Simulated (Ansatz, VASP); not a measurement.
One calculation of Ti, two programs

File INCAR:

```
SYSTEM = Ti
PREC = Accurate ; ENCUT = 400
EDIFF = 1E-8 ; ISMEAR = -1
SIGMA = 0.05 ; LREAL = .False.
LASPH = .True. ; NELM = 120
ALGO = Normal ; ISIF = 2
LWAVE = .False. ; LCHARG = .False.
GGA = PS ; LEFG = .True.
NBANDS = 12 ; GGA_COMPAT = .False.
```

KPOINTS

```
regular mesh
0
Gamma
  14 14 14
  0 0 0
```

File POSCAR:

```
Ti
1.0
   -1.6410000000      1.6410000000      1.6574100000
    1.6410000000     -1.6410000000      1.6574100000
    1.6410000000      1.6410000000     -1.6574100000
Ti
1
Direct
    0.0000000000      0.0000000000      0.0000000000
```

Input for Ansatz:

```yaml
crystal:
  lattice:
    - [-1.641, 1.641, 1.65741]
    - [1.641, -1.641, 1.65741]
    - [1.641, 1.641, -1.65741]
  atoms:
    - { symbol: Ti, position: [0.0, 0.0, 0.0] }
kpoints:
  mp_grid: { grid: [14, 14, 14] }
scf:
  occupations: { method: fermi_dirac, width: 0.05 }
hamiltonian:
  xc: pbesol
  pseudopotentials: { kind: paw }
output:
  forces: true
  stress: true
  eigenvalues: true
  efg: { contact_densities: true }
```

Change from the starting cell: zz strain of +1 %, PAW files.

Alike in both runs: task electric field gradients; functional PBEsol; k mesh 14 × 14 × 14; occupations fermi-dirac, width 0.05 eV; no spin polarisation.

|  | VASP | Ansatz |
| --- | --- | --- |
| version | VASP 6.6.1 | Ansatz 0.2.0 |
| potentials or method | VASP PAW PBE potentials, release 64 (Ti_sv) | PAW with Ansatz's default frozen-core files, scalar-relativistic |
| plane-wave cutoff (eV) | 400 | 420 |
| valence electrons in the cell | 12 | 12 |

|  | VASP | Ansatz | Ansatz less VASP |
| --- | --- | --- | --- |
| pressure (GPa) | -8.3 | -7.5 | +0.78 |
| traceless stress, the component that is largest in VASP (GPa) | 0.18 | 0.18 | 0.000 |

VASP's potentials were made for PBE, not for PBEsol.
